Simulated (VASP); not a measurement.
A run of VASP 6.6.1:

INCAR

```
PREC     = Accurate       # precision mode
ENCUT    = 500            # plane-wave cutoff, eV
EDIFF    = 1E-6           # SCF threshold, eV
ISMEAR   = 0              # smearing method
SIGMA    = 0.01           # smearing width, eV
LREAL    = F              # projectors in reciprocal space
LASPH    = T              # aspherical terms in the spheres
NELM     = 120            # most SCF steps
ALGO     = Normal         # electronic algorithm
ISIF     = 2              # what is computed and relaxed
LWAVE    = F              # write WAVECAR
LCHARG   = F              # write CHGCAR
NBANDS   = 26             # bands
GGA_COMPAT= F
```

Contents of KPOINTS:

```
regular mesh
0
Gamma
  6 6 4
```

File POSCAR:

```
AgI
1.0
    4.4401397945      0.0000000000      0.0000000000
   -2.2200698972      3.8452738584      0.0000000000
    0.0000000000      0.0000000000      7.4294596705
Ag I
2 2
Direct
    0.6666666667      0.3333333333      0.6307927834
    0.3333333333      0.6666666667      0.1307927834
    0.6666666667      0.3333333333     -0.0007927834
    0.3333333333      0.6666666667      0.4992072166
```

Potentials or basis: VASP PAW LDA potentials, release 64 (Ag, I).

Command:

```bash
$ cat potpaw_LDA.64/Ag/POTCAR potpaw_LDA.64/I/POTCAR > POTCAR
$ mpirun -np 1 vasp_std > vasp.out
```

Hardware: 1 thread of Intel(R) Xeon(R) 6975P-C (Granite Rapids), with other jobs on the host.

Problem. Estimate the wall time of this run.

Solution. Run time: 26 s on 1 thread of Intel(R) Xeon(R) 6975P-C (Granite Rapids), with other jobs on the host, peak memory 0.21 GiB. Counts: scf iterations 13, k points 21.
